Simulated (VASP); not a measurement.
**Rb3Ag: single point with PBE**

Crystal: Rb3Ag.

```xyz
4
Lattice="6.1361 0.0000 0.0000 0.0000 6.1361 0.0000 0.0000 0.0000 6.1361" Properties=species:S:1:pos:R:3 pbc="T T T"
Rb    0.0000    3.0681    3.0681
Rb    3.0681    0.0000    3.0681
Rb    3.0681    3.0681    0.0000
Ag    0.0000    0.0000    0.0000
```

* Program: VASP 6.6.1
* Task: single point
* Functional: PBE
* Potentials or basis: VASP PAW PBE potentials, release 64 (Rb_sv, Ag)
* Cutoff: 520 eV
* k mesh: 8 × 8 × 8
* Occupations: gaussian, width 0.1 eV
* Spin: no spin polarisation
* Dipole correction: no
* Further INCAR settings: ALGO = Fast; EDIFF = 1e-06; NBANDS = 27

| Item | Value |
| --- | --- |
| Pressure | 0.0 GPa |
| Band gap on the k mesh | zero (bands 19 and 20 overlap by 0.93 eV) |

Levels at points of the mesh, in eV from the Fermi level:
```csv
k point,band 16,band 17,band 18,band 19,band 20,band 21,band 22,band 23
"(0.00, 0.00, 0.00)",-3.80,-3.80,-2.86,-0.28,1.56,1.56,1.90,1.90
"(0.50, 0.00, 0.00)",-3.80,-3.80,-2.07,-1.15,0.98,1.54,1.54,2.37
"(0.50, 0.50, 0.00)",-3.80,-3.78,-1.67,-0.16,-0.16,0.22,1.55,2.41
"(0.50, 0.50, 0.50)",-3.78,-3.78,-1.66,0.78,0.78,0.78,0.96,0.96
```

It took 2.3 min on 1 thread of AMD EPYC 9R45 96-Core Processor (Zen 5), on a shared host, peak memory 0.42 GiB.
